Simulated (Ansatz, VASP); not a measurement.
**BN: VASP beside Ansatz**

INCAR

```
PREC     = Accurate       # precision mode
ENCUT    = 520            # plane-wave cutoff, eV
EDIFF    = 1E-6           # SCF threshold, eV
ISMEAR   = 0              # smearing method
SIGMA    = 0.1            # smearing width, eV
LREAL    = F              # projectors in reciprocal space
LASPH    = T              # aspherical terms in the spheres
NELM     = 60             # most SCF steps
ALGO     = Normal         # electronic algorithm
ISIF     = 2              # what is computed and relaxed
LWAVE    = F              # write WAVECAR
LCHARG   = T              # write CHGCAR
LELF     = T              # ELF
LVHAR    = T            
NBANDS   = 16             # bands
```

File KPOINTS:

```
Automatic mesh
0
Gamma
  6 6 4
```

Contents of POSCAR:

```
BN
1.0
    2.5539396017      0.0000000000      0.0000000000
   -1.2769698009      2.2117765748      0.0000000000
    0.0000000000      0.0000000000      4.2268550000
B N
2 2
Direct
    0.6666666667      0.3333333333      0.9997240000
    0.3333333333      0.6666666667      0.4997240000
    0.6666666667      0.3333333333      0.6252760000
    0.3333333333      0.6666666667      0.1252760000
```

Input for Ansatz:

```yaml
crystal:
  lattice:
    - [2.5539396017, 0.0, 0.0]
    - [-1.2769698009, 2.2117765748, 0.0]
    - [0.0, 0.0, 4.226855]
  atoms:
    - { symbol: B, position: [0.6666666667, 0.3333333333, 0.999724] }
    - { symbol: B, position: [0.3333333333, 0.6666666667, 0.499724] }
    - { symbol: "N", position: [0.6666666667, 0.3333333333, 0.625276] }
    - { symbol: "N", position: [0.3333333333, 0.6666666667, 0.125276] }
basis:
  ecutwfc: 420
kpoints:
  mp_grid: { grid: [6, 6, 4] }
hamiltonian:
  xc: lda
scf:
  occupations: { method: gaussian, width: 0.1 }
output:
  forces: true
  stress: true
  eigenvalues: true
```

Alike in both runs: task single point; functional LDA; k mesh 6 × 6 × 4; occupations gaussian, width 0.1 eV; no spin polarisation.

|  | VASP | Ansatz |
| --- | --- | --- |
| version | VASP 6.6.1 | Ansatz 0.2.0 |
| potentials or method | VASP PAW LDA potentials, release 64 (B, N), cutoff 520 eV | scalar-relativistic, plane waves, PAW |
| valence electrons in the cell | 16 | 16 |

VASP gave:

```
gap on the k mesh at the Fermi level (eV)                     : 4.96
least direct gap on the mesh (eV)                             : 8.14
pressure (GPa)                                                : -12.9
traceless stress, the component that is largest in VASP (GPa) : -0.36
rms of the force components (eV/Å)                            : 0.015
```

Problem. Which values does Ansatz return?

Solution. gap on the k mesh at the Fermi level (eV): 4.99; least direct gap on the mesh (eV): 8.14; pressure (GPa): -13.7; traceless stress, the component that is largest in VASP (GPa): -0.36; rms of the force components (eV/Å): 0.016.

LDA's correlation is that of Perdew and Zunger in VASP and of Perdew and Wang (1992) in Ansatz. Atom by atom the forces differ by 0.001 eV/Å (rms over components).

The k mesh is coarse, so the values compare programs but aren't converged.
